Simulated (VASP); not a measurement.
# Zr: single point with PBEsol

Zr:

```
Zr
1.0
     0.00000    2.84479    2.84479
     2.84479    0.00000    2.84479
     2.84479    2.84479    0.00000
Zr
2
Cartesian
  -0.7112 -0.7112 -0.7112
  0.7112 0.7112 0.7112
```

- Program: VASP 6.6.1
- Task: single point
- Functional: PBEsol
- Potentials or basis: VASP PAW PBE potentials, release 64 (Zr_sv)
- Cutoff: 520 eV
- k mesh: 11 × 11 × 11
- Occupations: fermi-dirac, width 0.05 eV
- Spin: no spin polarisation

```yaml
Pressure: 13.4 GPa
Band_gap_on_the_k_mesh: zero (band 12 reaches 8.93 eV, above the bottom of band 13 at 8.03 eV)
```

Levels at points of the mesh, in eV from the Fermi level:
```tsv
k point	band 10	band 11	band 12	band 13	band 14	band 15
(0.00, 0.00, 0.00)	-1.67	-1.67	0.00	0.00	0.00	2.82
```

It took 59 s on 1 thread of Intel(R) Xeon(R) Platinum 8259CL CPU @ 2.50GHz (Skylake/Cascade Lake), with other jobs on the host, peak memory 0.19 GiB.

Caveat: the PAW data sets were made with another functional, which shifts forces and pressure a little.
